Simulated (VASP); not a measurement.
# CsCl (Pm-3m) in VASP: a series of runs

The runs below take CsCl through single point, with r2SCAN, HSE06.

Program: VASP 6.6.1. These are calculated values, not measurements. Logs are shortened: lines on timing, memory, paths and dates and some standing lists are left out, and cuts for length are marked.

**1. The cell of the first run**

The structure is cubic, space group Pm-3m (No. 221). The conventional cell has a = 4.141 Å, b = 4.141 Å, c = 4.141 Å, α = 90.00°, β = 90.00°, γ = 90.00°. Within 4.7 Å of Cs (site symmetry m-3m) lie 8 Cl at 3.59 Å and 6 Cs at 4.14 Å. Within 4.7 Å of Cl (site symmetry m-3m) lie 8 Cs at 3.59 Å and 6 Cl at 4.14 Å.

**2. Single point, r2SCAN**

File POSCAR:

```
CsCl
1.0
    4.1406759294      0.0000000000      0.0000000000
    0.0000000000      4.1406759294      0.0000000000
    0.0000000000      0.0000000000      4.1406759294
Cs Cl
1 1
Direct
    0.0000000000      0.0000000000      0.0000000000
    0.5000000000      0.5000000000      0.5000000000
```

File INCAR.step1:

```
ALGO     = Normal         # electronic algorithm
EDIFF    = 1E-5           # SCF threshold, eV
ENCUT    = 550            # plane-wave cutoff, eV
GGA      = PE             # functional
GGA_COMPAT= False        
ISMEAR   = 0              # smearing method
LASPH    = True           # aspherical terms in the spheres
LCHARG   = False          # write CHGCAR
LREAL    = False          # projectors in reciprocal space
LWAVE    = True           # write WAVECAR
NBANDS   = 15             # bands
NELM     = 120            # most SCF steps
PREC     = Accurate       # precision mode
SIGMA    = 0.01           # smearing width, eV
```

File INCAR.step2:

```
ALGO     = Normal         # electronic algorithm
EDIFF    = 1E-6           # SCF threshold, eV
ENCUT    = 550            # plane-wave cutoff, eV
GGA_COMPAT= False        
ISIF     = 2              # what is computed and relaxed
ISMEAR   = 0              # smearing method
ISTART   = 1            
LASPH    = True           # aspherical terms in the spheres
LCHARG   = True           # write CHGCAR
LELF     = True           # ELF
LMIXTAU  = True         
LREAL    = False          # projectors in reciprocal space
LVHAR    = True         
LWAVE    = False          # write WAVECAR
METAGGA  = R2SCAN         # meta-GGA
NBANDS   = 15             # bands
NELM     = 120            # most SCF steps
PREC     = Accurate       # precision mode
SIGMA    = 0.01           # smearing width, eV
```

File KPOINTS:

```
k-points
0
Gamma
  4 4 4
```

Potentials or basis: VASP PAW PBE potentials, release 64 (Cs_sv, Cl).

The run is started by

```sh
> cat potpaw_PBE.64/Cs_sv/POTCAR potpaw_PBE.64/Cl/POTCAR > POTCAR
> cp INCAR.step1 INCAR
> mpirun -np 1 vasp_std > vasp.out
> cp INCAR.step2 INCAR
> mpirun -np 1 vasp_std > vasp.out
```

OUTCAR:

```text
EDIFF = 1E-6
   ENCUT = 550
   ISIF = 2
   ISMEAR = 0
   ISTART = 1
   LASPH = True
   LREAL = False
   METAGGA = R2SCAN
   NELM = 120
   PREC = Accurate

 ion  position               nearest neighbor table
   1  0.000  0.000  0.000-
   2  0.500  0.500  0.500-

  LATTYP: Found a simple cubic cell.
 ALAT       =     4.1406759294

  Lattice vectors:

 A1 = (   4.1406759294,   0.0000000000,   0.0000000000)
 A2 = (   0.0000000000,   4.1406759294,   0.0000000000)
 A3 = (   0.0000000000,   0.0000000000,   4.1406759294)

Analysis of symmetry for initial positions (statically):
=====================================================================
 Subroutine PRICEL returns:
 Original cell was already a primitive cell.

 Routine SETGRP: Setting up the symmetry group for a
 simple cubic supercell.

 Subroutine GETGRP returns: Found 48 space group operations
[... 9 lines left out ...]

 Routine SETGRP: Setting up the symmetry group for a
 simple cubic supercell.

 Subroutine GETGRP returns: Found 48 space group operations
[... 11 lines left out ...]
                                     Primitive cell

  volume of cell :      70.9927

  direct lattice vectors                    reciprocal lattice vectors
     4.140675929  0.000000000  0.000000000     0.241506463  0.000000000  0.000000000
     0.000000000  4.140675929  0.000000000     0.000000000  0.241506463  0.000000000
     0.000000000  0.000000000  4.140675929     0.000000000  0.000000000  0.241506463

  length of vectors
     4.140675929  4.140675929  4.140675929     0.241506463  0.241506463  0.241506463

  position of ions in fractional coordinates (direct lattice)
     0.000000000  0.000000000  0.000000000
     0.500000000  0.500000000  0.500000000

  ion indices of the primitive-cell ions
   primitive index   ion index
                 1           1
                 2           2

----------------------------------------------------------------------------------------

 KPOINTS: k-points

Automatic generation of k-mesh.
 Grid dimensions read from file:
 generate k-points for:    4    4    4

 Generating k-lattice:

  Cartesian coordinates                     Fractional coordinates (reciprocal lattice)
[... 46 lines left out ...]
   LREAL  =      F    real-space projection
   EDIFFG = 0.1E-04   stopping-criterion for IOM
   NSW    =      0    number of steps for IOM
   IBRION =     -1    ionic relax: 0-MD 1-quasi-New 2-CG
   NFREE  =      0    steps in history (QN), initial steepest desc. (CG)
   ISIF   =      2    stress and relaxation
   ISYM   =      2    0-nonsym 1-usesym 2-fastsym
   POTIM  = 0.5000    time-step for ionic-motion
   TEBEG  =    0.0;   TEEND  =   0.0 temperature during run
   PSTRESS=    0.0 pullay stress
   NELECT =      16.0000    total number of electrons
   NUPDOWN=      -1.0000    fix difference up-down
   EMIN   =  10.00;   EMAX   =-10.00  energy-range for DOS
   EFERMI =   0.00;   METHOD = LEGACY
   ISMEAR =     0;   SIGMA  =   0.01  broadening in eV -4-tet -1-fermi 0-gaus
   EFERMI_NEDOS =   21; number of points for ismear=-14 and -15
   IALGO  =     38    algorithm
   IMIX   =      4    mixing-type and parameters
     AMIX     =   0.40;   BMIX     =  1.00
     AMIX_MAG =   1.60;   BMIX_MAG =  1.00
  volume/ion in A,a.u.               =      35.50       239.54
  Fermi-wavevector in a.u.,A,eV,Ry     =   0.996270  1.882677 13.504507  0.992553
  Thomas-Fermi vector in A             =   2.128347
   LORBIT       =      0    0 simple, 1 ext, 2 COOP (PROOUT), +10 PAW based schemes
   METAGGA = R2SCAN    functional components
   LHFCALC =     F    Hartree Fock is set to
   AEXX    =    0.0000 exact exchange contribution
   IVDW    =     0    specifies the selected vdW correction
   LEPSILON=     F    determine dielectric tensor
   LRPA    =     F    only Hartree local field effects (RPA)
 non-spin polarized calculation
 Gauss-broadening in eV      SIGMA  =   0.01
  energy-cutoff  :      550.00
  volume of cell :       70.99
 maximum number of plane-waves:      2103
 NGX is ok and might be reduce to    32
   NGX = 15   NGY = 15   NGZ = 15

 number of electron      16.0000001 magnetization

 Free energy of the ion-electron system (eV)
  ---------------------------------------------------
  ext. energy  EPLUGINS =         0.00000000
  ---------------------------------------------------
  free energy    TOTEN  =       -35.52485124 eV

  energy without entropy =      -35.52485124  energy(sigma->0) =      -35.52485124

 E-fermi :  -0.6594     XC(G=0):  -8.6106

 val. band max:       -0.7551176569   @ k =   0.0000   0.0000   0.0000
 cond. band min:       5.1540869332   @ k =   0.0000   0.0000   0.0000
 fundamental gap:      5.9092045901
 Fermi energy:        -0.6593516182

 k-point     1 :       0.0000    0.0000    0.0000
  band No.  band energies     occupation
      1     -20.6599      2.00000
      2     -13.4660      2.00000
      3      -6.7776      2.00000
      4      -6.7776      2.00000
      5      -6.7776      2.00000
      6      -0.7551      2.00000
      7      -0.7551      2.00000
      8      -0.7551      2.00000
      9       5.1541      0.00000
     10       5.1541      0.00000
     11       5.2387      0.00000
     12       9.9451      0.00000
     13       9.9451      0.00000
     14       9.9451      0.00000
[... 149 lines left out ...]
      2     -13.3039      2.00000
      3      -7.3003      2.00000
      4      -7.3003      2.00000
      5      -7.3003      2.00000
      6      -1.8237      2.00000
      7      -1.8237      2.00000
      8      -1.8237      2.00000
      9       8.3690      0.00000
     10       8.3690      0.00000
     11       8.3690      0.00000
     12      10.4846      0.00000
     13      10.4846      0.00000
     14      10.4846      0.00000
     15      12.2595      0.00000

------------------------ aborting loop because EDIFF is reached ----------------------------------------

  FORCE on cell =-STRESS in cart. coord.  units (eV):
  Direction    XX          YY          ZZ          XY          YZ          ZX
  --------------------------------------------------------------------------------------
  -------------------------------------------------------------------------------------
  Total        0.0164189      0.0164189      0.0164189     -0.0000000     -0.0000000      0.0000000
  in kB        0.3705455      0.3705455      0.3705455     -0.0000000     -0.0000000      0.0000000
  external PRESSURE =       0.3705455 kB  Pullay stress =       0.0000000 kB

 VOLUME and BASIS-vectors are now :
 -----------------------------------------------------------------------------
  energy-cutoff  :      550.00
  volume of cell :       70.99
      direct lattice vectors                 reciprocal lattice vectors
     4.140675929  0.000000000  0.000000000     0.241506463  0.000000000  0.000000000
     0.000000000  4.140675929  0.000000000     0.000000000  0.241506463  0.000000000
     0.000000000  0.000000000  4.140675929     0.000000000  0.000000000  0.241506463

 POSITION                                       TOTAL-FORCE (eV/Angst)
 -----------------------------------------------------------------------------------
      0.00000      0.00000      0.00000         0.000000      0.000000      0.000000
      2.07034      2.07034      2.07034         0.000000      0.000000      0.000000
 -----------------------------------------------------------------------------------
    total drift:                                0.000000      0.000000     -0.000000

  FREE ENERGIE OF THE ION-ELECTRON SYSTEM (eV)
  ---------------------------------------------------
  free  energy   TOTEN  =       -35.5248512415 eV

  energy  without entropy=      -35.5248512415  energy(sigma->0) =      -35.52485124
```

OSZICAR.step1:

```text
N       E                     dE             d eps       ncg     rms          rms(c)
DAV:   1     0.908189539924E+02    0.90819E+02   -0.68501E+03   300   0.949E+02
DAV:   2     0.289424681171E+00   -0.90530E+02   -0.79646E+02   416   0.158E+02
DAV:   3    -0.688616957818E+01   -0.71756E+01   -0.71458E+01   405   0.492E+01
DAV:   4    -0.695071465091E+01   -0.64545E-01   -0.64539E-01   328   0.577E+00
DAV:   5    -0.695150225986E+01   -0.78761E-03   -0.78760E-03   419   0.634E-01    0.233E+00
DAV:   6    -0.657626428187E+01    0.37524E+00   -0.42660E-01   370   0.367E+00    0.167E+00
DAV:   7    -0.653119691285E+01    0.45067E-01   -0.14154E-01   384   0.203E+00    0.111E+00
DAV:   8    -0.653210651524E+01   -0.90960E-03   -0.18030E-02   328   0.852E-01    0.219E-01
DAV:   9    -0.653177436864E+01    0.33215E-03   -0.23036E-03   384   0.258E-01    0.103E-01
DAV:  10    -0.653200834248E+01   -0.23397E-03   -0.34839E-04   356   0.132E-01    0.126E-02
DAV:  11    -0.653201591470E+01   -0.75722E-05   -0.16948E-05   332   0.279E-02
   1 F= -.65320159E+01 E0= -.65320159E+01  d E =-.762319E-56
```

Run time: 23 s. Hardware: 1 thread of AMD EPYC 9R45 (Zen 5), shared host; peak memory 0.16 GiB.

Results:

```yaml
Free_energy: -35.5249 eV
Pressure: 0.0 GPa
Band_gap_on_the_k_mesh: 5.91 eV, direct
```

Caveat: the PAW data sets were made with another functional, which shifts forces and pressure a little; spin-orbit coupling is left out, which moves the levels of the heavy elements.

**3. Single point, HSE06**

POSCAR is that of step 2.

File INCAR.step1:

```
SYSTEM = CsCl
PREC = Accurate
ENCUT = 400
EDIFF = 1E-5
ISMEAR = 0
SIGMA = 0.01
LREAL = .False.
LASPH = .True.
NELM = 120
ALGO = Normal
ISIF = 2
LWAVE = .True.
LCHARG = .False.
NBANDS = 15
GGA = PE
GGA_COMPAT = .False.
```

File INCAR.step2:

```
SYSTEM = CsCl
PREC = Accurate
ENCUT = 400
EDIFF = 1E-6
ISMEAR = 0
SIGMA = 0.01
LREAL = .False.
LASPH = .True.
NELM = 120
ALGO = Normal
ISIF = 2
LWAVE = .False.
LCHARG = .False.
GGA = PE
LHFCALC = .True.
HFSCREEN = 0.2079
PRECFOCK = Normal
NBANDS = 15
ISTART = 1
GGA_COMPAT = .False.
```

File KPOINTS:

```
Automatic mesh
0
Gamma
  4 4 4
  0 0 0
```

Potentials or basis: VASP PAW PBE potentials, release 64 (Cs_sv, Cl).

The run is started by

```sh
> cat potpaw_PBE.64/Cs_sv/POTCAR potpaw_PBE.64/Cl/POTCAR > POTCAR
> cp INCAR.step1 INCAR
> mpirun -np 1 vasp_std > vasp.out
> cp INCAR.step2 INCAR
> mpirun -np 1 vasp_std > vasp.out
```

It took 3.3 min on 1 thread of AMD EPYC 9R45 (Zen 5), shared host; peak memory 0.23 GiB.

It converged, with:

```
Free energy            : -7.6261 eV
Pressure               : 0.4 GPa
Band gap on the k mesh : 6.51 eV, direct
```

Levels at points of the mesh, in eV from the valence-band top:
```tsv
k point	band 4	band 5	band 6	band 7	band 8	band 9	band 10	band 11	band 12	band 13
(0.00, 0.00, 0.00)	-6.09	-6.09	0.00	0.00	0.00	6.51	6.68	6.68	11.55	11.55
(0.50, 0.00, 0.00)	-5.93	-5.93	-1.19	-0.24	-0.24	7.76	8.96	10.18	10.61	10.98
(0.50, 0.50, 0.00)	-6.88	-5.85	-0.45	-0.45	-0.06	7.25	7.33	9.38	9.38	13.35
(0.50, 0.50, 0.50)	-6.62	-6.62	-1.12	-1.12	-1.12	9.91	9.91	9.91	11.87	11.87
```

Caveat: the PAW data sets were made with another functional, which shifts forces and pressure a little; spin-orbit coupling is left out, which moves the levels of the heavy elements.
